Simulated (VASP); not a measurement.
Runs of VASP 6.6.1 on CdS. The structure is that of space group F-43m (No. 216), or close to it. The cells are those of the table. 

| task | level | potentials or basis | cell | k mesh | cutoff (eV) | smearing | dipole correction | grid for exact exchange (PRECFOCK) | share of exact exchange | screening parameter | tolerance level | gap on the mesh (eV) | pressure (GPa) | relaxed volume (Å³/atom) |
| --- | --- | --- | --- | --- | --- | --- | --- | --- | --- | --- | --- | --- | --- | --- |
| single point | PBE-based screened hybrid with 30 % exact exchange | VASP PAW PBE potentials, release 64 (Cd, S) | a = 4.125 Å, angles 60.0°, 2 atoms | 4 × 4 × 4 | 520 | fermi-dirac 0.05 eV | no | Normal | 0.3 | 0.2 1/Å | - | (b) | (a) | - |
| single point | BLYP+D4 | VASP PAW PBE potentials, release 64 (Cd_sv_GW, S) | a = 4.040 Å, angles 60.0°, 2 atoms | 8 × 8 × 8 | 630 | fermi-dirac 0.05 eV | no | - | - | - | - | 1.26 | 6.2 | - |
| relaxation of cell and atoms | revPBE | VASP PAW PBE potentials, release 64 (Cd, S) | relaxed from a = 4.125 Å, angles 60.0°, 2 atoms | 8 × 8 × 8 | 600 | fermi-dirac 0.05 eV | no | - | - | - | - | (c) | 0.0 | 26.92 |
| single point | PBE-based screened hybrid with 50 % exact exchange | VASP PAW PBE potentials, release 64 (Cd, S) | a = 4.125 Å, angles 60.0°, 2 atoms | 4 × 4 × 4 | 520 | fermi-dirac 0.05 eV | no | Normal | 0.5 | 0.2 1/Å | - | 3.35 | 1.2 | - |
| single point | PBE0 | VASP PAW PBE potentials, release 64 (Cd, S) | a = 4.125 Å, angles 60.0°, 2 atoms | 6 × 6 × 6 | 520 | gaussian 0.01 eV | no | Normal | 0.25 | - | - | 2.83 | 1.8 | - |
| band structure | TB-mBJ | VASP PAW PBE potentials, release 64 (Cd, S) | a = 4.125 Å, angles 60.0°, 2 atoms | 10 × 10 × 10 | 550 | gaussian 0.03 eV | - | - | - | - | tight | 2.64 | - | - |
| single point | PBE-based screened hybrid with 25 % exact exchange | VASP PAW PBE potentials, release 64 (Cd, S) | a = 4.169 Å, angles 60.0°, 2 atoms | 4 × 4 × 4 | 400 | fermi-dirac 0.05 eV | no | Normal | 0.25 | 0.3 1/Å | - | 1.90 | -0.2 | - |
| relaxation of cell and atoms | BLYP+D3(BJ) | VASP PAW PBE potentials, release 64 (Cd, S) | relaxed from a = 4.125 Å, angles 60.0°, 2 atoms | 8 × 8 × 8 | 600 | fermi-dirac 0.05 eV | no | - | - | - | - | 1.06 | 0.0 | (d) |

Alike in all rows: no spin polarisation.

Problem. Estimate the missing entries.

Solution. (a) 2.0; (b) 2.43; (c) 1.10; (d) 25.40.

Caveats: some runs use coarse meshes; the PAW data sets were made with another functional, which shifts forces and pressure a little (at least some runs); the cell stands under pressure (at least some runs).

A k mesh can miss the band edges, and the runs leave out spin-orbit coupling on Cd.

The runs don't all hold the same shells in valence.
